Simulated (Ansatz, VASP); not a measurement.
SiC: VASP beside Ansatz

The input INCAR:

```
SYSTEM = SiC
  ALGO = Normal
  EDIFF = 1E-6
  ENCUT = 520
  GGA = PE
  ISIF = 2
  ISMEAR = 0
  LASPH = .TRUE.
  LCHARG = .FALSE.
  LREAL = .FALSE.
  LWAVE = .FALSE.
  NBANDS = 11
  NELM = 60
  PREC = Accurate
  SIGMA = 0.05
```

KPOINTS

```
k-points
0
G
  12 12 12
  0 0 0
```

POSCAR

```
SiC
1.0
    0.0000000000      2.1313062433      2.1313062433
    2.1313062433      0.0000000000      2.1313062433
    2.1776266323      2.1776266323     -0.0463203890
Si C
1 1
Direct
    0.0000000000      0.0000000000      0.0000000000
    0.7500000000      0.7500000000      0.7500000000
```

Input for Ansatz:

```yaml
crystal:
  lattice:
    - [0.0, 2.1313062433, 2.1313062433]
    - [2.1313062433, 0.0, 2.1313062433]
    - [2.1776266323, 2.1776266323, -0.046320389]
  atoms:
    - { symbol: Si, position: [0.0, 0.0, 0.0] }
    - { symbol: C, position: [0.75, 0.75, 0.75] }
basis:
  ecutwfc: 520.0
kpoints:
  mp_grid: { grid: [12, 12, 12] }
hamiltonian:
  xc: pbe
scf:
  occupations: { method: gaussian, width: 0.05 }
output:
  forces: true
  stress: true
  eigenvalues: true
```

Alike in both runs: task single point; functional PBE; k mesh 12 × 12 × 12; occupations gaussian, width 0.05 eV; no spin polarisation.

```csv
,VASP,Ansatz
version,VASP 6.6.1,Ansatz 0.2.0
potentials or method,"VASP PAW PBE potentials, release 64 (Si, C), cutoff 520 eV","scalar-relativistic, plane waves, PAW"
valence electrons in the cell,8,8
```

Ansatz gave:

* gap on the k mesh at the Fermi level (eV): 1.24
* least direct gap on the mesh (eV): 4.39
* pressure (GPa): 11.9
* traceless stress, the component that is largest in VASP (GPa): -6.26
* rms of the force components (eV/Å): 0.189

Estimate VASP's values.

gap on the k mesh at the Fermi level (eV): 1.24; least direct gap on the mesh (eV): 4.39; pressure (GPa): 11.8; traceless stress, the component that is largest in VASP (GPa): -6.28; rms of the force components (eV/Å): 0.189.

Atom by atom the forces differ by 0.001 eV/Å (rms over components). With one functional, cell and mesh, what is left measures potentials, basis and numerics.
